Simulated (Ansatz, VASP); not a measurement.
# Pd: VASP beside Ansatz

INCAR

```
PREC = Accurate
ENCUT = 520
EDIFF = 1E-6
ISMEAR = -1
SIGMA = 0.05
LREAL = F
LASPH = T
NELM = 150
ALGO = Normal
ISIF = 2
LWAVE = F
LCHARG = F
ISPIN = 2
MAGMOM = 0.312
LORBIT = 11
LMAXMIX = 4
GGA = PS
NBANDS = 15
```

File KPOINTS:

```
regular mesh
0
Gamma
  23 23 23
```

Contents of POSCAR:

```
Pd
1.0
    0.0000000000      1.9391912856      1.9391912856
    1.9391912856      0.0000000000      1.9391912856
    1.9391912856      1.9391912856      0.0000000000
Pd
1
Direct
    0.0000000000      0.0000000000      0.0000000000
```

Input for Ansatz:

```yaml
crystal:
  lattice:
    - [0.0, 1.9391912856, 1.9391912856]
    - [1.9391912856, 0.0, 1.9391912856]
    - [1.9391912856, 1.9391912856, 0.0]
  atoms:
    - { symbol: Pd, position: [0.0, 0.0, 0.0], spin: 0.312 }
hamiltonian:
  xc: pbesol
  pseudopotentials:
    kind: paw
    azcp:
      Pd: "pseudopotentials/Pd.paw.azcp"
basis:
  ecutwfc: 420
  fft_grid_basis: typed
kpoints:
  mp_grid: { grid: [23, 23, 23], shift: [0, 0, 0] }
magnetization:
  spin_polarized: true
scf:
  occupations: { method: fermi_dirac, width: 0.05 }
```

Alike in both runs: task single point; functional PBEsol; k mesh 23 × 23 × 23; occupations fermi-dirac, width 0.05 eV; collinear spin.

|  | VASP | Ansatz |
| --- | --- | --- |
| version | VASP 6.6.1 | Ansatz 0.2.0 |
| potentials or method | VASP PAW PBE potentials, release 64 (Pd), cutoff 520 eV | plane waves (420 eV) with PAW, scalar-relativistic |
| valence electrons in the cell | 10 | 18 |

```tsv
	VASP	Ansatz	Ansatz less VASP
net moment per atom (μB)	0.00	0.00	-0.002
```

VASP's potentials were made for PBE, not for PBEsol, and Ansatz warns of the same on its side. With one functional, cell and mesh, what is left measures potentials, basis and numerics. VASP's potentials hold 10 valence electrons a cell and Ansatz's 18, so a difference there can come from the potentials and not from the codes. Ansatz's warnings: seeded moment not kept.
